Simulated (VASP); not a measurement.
Write the native input for VASP 6.6.1 that does the following.

```
Task                   : single point
Functional             : PBE
Dispersion             : D3(BJ)
Potentials or basis    : VASP PAW PBE potentials, release 64 (Na_pv, S, Li_sv, Cl)
Cutoff                 : 650 eV
k mesh                 : 1 × 1 × 1, shifted
Occupations            : fermi-dirac, width 0.1551 eV
Spin                   : no spin polarisation
Dipole correction      : no
Further INCAR settings : LREAL = Auto; ALGO = Normal; EDIFF = 1e-06; NBANDS = 76; ISYM = -1
```

The structure of Na2LiSCl lies in POSCAR:

```
Na2LiSCl
1.0
    7.4085490000      0.0137370000      0.1666930000
    0.0137370000      7.2540610000      0.1094660000
    0.1666930000      0.1094660000      7.7222800000
Na S Li Cl
8 4 4 4
Direct
    0.0763508359      0.9009780402      0.6548106761
    0.1081172746      0.6522803413      0.3762575415
    0.6562247523      0.7868684766      0.9447820569
    0.2187513319      0.2250529295      0.3520392993
    0.9602900586      0.2437719805      0.9738702334
    0.4464946185      0.3594801715      0.7746369746
    0.3039504997      0.8311897783      0.9871126868
    0.6855771053     -0.0179204620      0.4208370814
    0.1290562112      0.2269480252      0.6780857649
    0.7613704058      0.4556669201      0.3548172104
    0.3821272190      0.7544667260      0.6253271848
    0.6460820321      1.0859666061      0.7359798178
    0.5699022563      0.2856773016      1.1859817737
    0.1712951688      0.5132913873      0.6942419000
    0.8399547711      0.3202737487      0.5725634571
    0.5335837211      0.5783369055      0.4064912307
    0.4110622591      1.0199529965      0.1696233009
    0.9820071888      0.6502446093     -0.1064339030
   -0.0230225703      0.9482211442      0.2166265307
    0.3203075364      0.4263364768      0.1161376727
```

The input as run:

INCAR

```
SYSTEM = Na2LiSCl
ALGO     = Normal         ! electronic algorithm
EDIFF    = 1E-6           ! SCF threshold, eV
ENCUT    = 650            ! plane-wave cutoff, eV
GGA      = PE             ! functional
GGA_COMPAT= .FALSE.      
ISIF     = 2              ! what is computed and relaxed
ISMEAR   = -1             ! smearing method
ISYM     = -1           
IVDW     = 12             ! dispersion correction
LASPH    = .TRUE.         ! aspherical terms in the spheres
LCHARG   = .FALSE.        ! write CHGCAR
LREAL    = Auto         
LWAVE    = .FALSE.        ! write WAVECAR
NBANDS   = 76             ! bands
NELM     = 120            ! most SCF steps
PREC     = Accurate       ! precision mode
SIGMA    = 0.1551         ! smearing width, eV
```

KPOINTS

```
explicit points
1
Reciprocal
  0.25000000   0.25000000   0.25000000 1
```

Potentials or basis: VASP PAW PBE potentials, release 64 (Na_pv, S, Li_sv, Cl).

Command:

```bash
$ cat potpaw_PBE.64/Na_pv/POTCAR potpaw_PBE.64/S/POTCAR potpaw_PBE.64/Li_sv/POTCAR potpaw_PBE.64/Cl/POTCAR > POTCAR
$ mpirun -np 1 vasp_std > vasp.out
```

It gave:

```
Pressure                   : 3.8 GPa
Largest force              : 3.279 eV/Å
Dispersion energy per atom : -0.231 eV
```

Caveat: the atoms stand as in a frame of molecular dynamics.

It took 3.2 min on 1 thread of Intel Xeon 8259CL, on a shared host, peak memory 0.53 GiB.
